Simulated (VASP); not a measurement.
Crystal: Tl.

```
Tl
1.0
     3.53456    0.00000    0.00000
    -1.76728    3.06102    0.00000
     0.00000    0.00000    5.47338
Tl
2
Direct
  0.33333 0.66667 0.25000
  0.66667 0.33333 0.75000
```

```yaml
Program: VASP 6.6.1
Task: relaxation of cell and atoms
Functional: LDA
Potentials_or_basis: VASP PAW LDA potentials, release 64 (Tl_d)
Cutoff: 600 eV
k_mesh: 15 × 15 × 8
Occupations: gaussian, width 0.1 eV
Spin: no spin polarisation
```

At the start: pressure -2.7 GPa; volume 29.61 Å³/atom.

Problem. Where does the relaxation end?

Solution. Over 5 steps the energy falls by 20.0 meV/atom and the volume is 27.44 Å³/atom (-7.3 %); space group P6_3/mmc (No. 194, to 0.05 Å).

The path:
| step | energy change (eV) | largest force (eV/Å) | pressure (GPa) | volume (Å³) |
| --- | --- | --- | --- | --- |
| 1 | 0.0000 | 0.0000 | -2.71 | 59.22 |
| 2 | -0.0399 | 0.0000 | -0.13 | 55.03 |
| 3 | -0.0400 | 0.0000 | 0.02 | 54.87 |
| 4 | -0.0400 | 0.0000 | 0.00 | 54.87 |
| 5 | -0.0401 | 0.0000 | 0.00 | 54.88 |

Final structure:
```
Tl
1.0
     3.45449    0.00000    0.00000
    -1.72725    2.99168    0.00000
     0.00000    0.00000    5.31009
Tl
2
Direct
  0.33333 0.66667 0.25000
  0.66667 0.33333 0.75000
```
